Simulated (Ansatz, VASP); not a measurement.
One calculation of Zn2S, two programs

Contents of INCAR:

```
PREC     = Accurate       # precision mode
ENCUT    = 600            # plane-wave cutoff, eV
EDIFF    = 1E-7           # SCF threshold, eV
ISMEAR   = 0              # smearing method
SIGMA    = 0.1            # smearing width, eV
LREAL    = F              # projectors in reciprocal space
LASPH    = T              # aspherical terms in the spheres
NELM     = 60             # most SCF steps
ALGO     = Normal         # electronic algorithm
ISIF     = 3              # what is computed and relaxed
LWAVE    = F              # write WAVECAR
LCHARG   = F              # write CHGCAR
GGA      = PE             # functional
IBRION   = 2              # ionic algorithm
NSW      = 100            # ionic steps
EDIFFG   = -0.01          # ionic threshold
```

File KPOINTS:

```
regular mesh
0
Gamma
  12 12 14
```

Contents of POSCAR:

```
Zn2S
1.0
    4.2052051270      0.0000000000      0.0000000000
   -2.1026025635      3.6418144681      0.0000000000
    0.0000000000      0.0000000000      3.5696954221
Zn S
2 1
Direct
    0.3333333333      0.6666666667      0.5000000000
    0.6666666667      0.3333333333      0.5000000000
    0.0000000000      0.0000000000      0.0000000000
```

Input for Ansatz:

```yaml
crystal:
  lattice:
    - [4.205205127, 0.0, 0.0]
    - [-2.1026025635, 3.6418144681, 0.0]
    - [0.0, 0.0, 3.5696954221]
  atoms:
    - { symbol: Zn, position: [0.3333333333, 0.6666666667, 0.5] }
    - { symbol: Zn, position: [0.6666666667, 0.3333333333, 0.5] }
    - { symbol: S, position: [0.0, 0.0, 0.0] }
basis:
  ecutwfc: 420
kpoints:
  mp_grid: { grid: [12, 12, 14] }
hamiltonian:
  xc: pbe
scf:
  occupations: { method: gaussian, width: 0.1 }
output:
  forces: true
  stress: true
  eigenvalues: true
  write_density: true
  write_potential: true
  elf: true
  volumetric_format: npy
relax:
  adjacent_minimum: "off"
  f_tol: 0.01
  max_steps: 80
  cell: { stress_tol: 0.05 }
```

Alike in both runs: task relaxation of cell and atoms; functional PBE; k mesh 12 × 12 × 14; occupations gaussian, width 0.1 eV; no spin polarisation.

|  | VASP | Ansatz |
| --- | --- | --- |
| version | VASP 6.6.1 | Ansatz 0.2.0 |
| potentials or method | VASP PAW PBE potentials, release 64 (Zn, S), cutoff 600 eV | scalar-relativistic, plane waves, PAW |
| valence electrons in the cell | 30 | 30 |

Ansatz gave:

| Property | Result |
| --- | --- |
| gap on the k mesh at the Fermi level, each at its own relaxed structure (eV) | none |
| relaxed volume (Å³/atom) | 18.23 |
| relaxed cell length with the largest relative difference (Å) | 4.204 |

**Question.** What did VASP give for the same quantities?

**Answer.** gap on the k mesh at the Fermi level, each at its own relaxed structure (eV): none; relaxed volume (Å³/atom): 18.26; relaxed cell length with the largest relative difference (Å): 4.208.

A gap of «none» marks a metal or a gap that the smearing closes.
